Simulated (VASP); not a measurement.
PbF2: single point with r2SCAN

The system is PbF2.

```
CELL_PARAMETERS angstrom
0.00000 2.92045 2.92045
2.92045 0.00000 2.92045
2.92045 2.92045 0.00000
ATOMIC_POSITIONS crystal
Pb 0.00000 0.00000 0.00000
F 0.25000 0.25000 0.25000
F 0.75000 0.75000 0.75000
```

| Item | Value |
| --- | --- |
| Program | VASP 6.6.1 |
| Task | single point |
| Functional | r2SCAN |
| Potentials or basis | VASP PAW PBE potentials, release 64 (Pb_d, F) |
| Cutoff | 520 eV |
| k mesh | 8 × 8 × 8 |
| Occupations | gaussian, width 0.05 eV |
| Spin | no spin polarisation |
| Dipole correction | no |
| Further INCAR settings | ALGO = Normal; EDIFF = 1e-07; NBANDS = 21 |

The pressure is 3.4 GPa and the band gap on the k mesh is 4.91 eV (least direct gap 5.06 eV).

Levels at points of the mesh, in eV from the valence-band top:
```
           k point  band 12  band 13  band 14  band 15  band 16  band 17
(0.00, 0.00, 0.00)    -2.45    -2.45    -2.45     7.32     7.32     7.32
(0.50, 0.00, 0.00)    -2.63    -2.63    -0.09     5.34     8.37     8.37
(0.50, 0.50, 0.00)    -2.00    -2.00    -0.15     4.91     8.60     8.60
```

It took 83 s on 1 thread of AMD EPYC 9R45 96-Core Processor (Zen 5) (shared host), peak memory 0.17 GiB.

Caveat: the cell stands under pressure; the PAW data sets were made with another functional, which shifts forces and pressure a little; spin-orbit coupling is left out, which moves the levels of the heavy elements. A k mesh can miss the band edges.
